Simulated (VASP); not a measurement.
# WC: vibrations by perturbation theory with PBEsol

Crystal: WC.

```
W C
1.0
     0.00000    2.19268    2.19268
     2.19268    0.00000    2.19268
     2.19268    2.19268    0.00000
W C
1 1
Direct
  0.00000 0.00000 0.00000
  0.50000 0.50000 0.50000
```

- Program: VASP 6.6.1
- Task: vibrations by perturbation theory
- Functional: PBEsol
- Potentials or basis: VASP PAW PBE potentials, release 64 (W_sv, C)
- Cutoff: 600 eV
- k mesh: 10 × 10 × 10
- Occupations: fermi-dirac, width 0.05 eV
- Spin: no spin polarisation
- Dipole correction: no
- Further INCAR settings: ALGO = Normal; EDIFF = 1e-08; IBRION = 8; NSW = 1

| Property | Result |
| --- | --- |
| Highest phonon frequency at Γ, LO-TO splitting left out | 413 cm⁻¹ |

Phonon frequencies in cm⁻¹ (negative: imaginary):
| q point | frequencies |
| --- | --- |
| (0.000, 0.000, 0.000) | 0 0 0 413 413 413 |

It took 3 min on 1 thread of AMD EPYC 7R13 Processor (Zen 3), with other jobs on the host, peak memory 0.21 GiB.

Caveat: the cell wasn't relaxed at this level first, which shifts response properties.
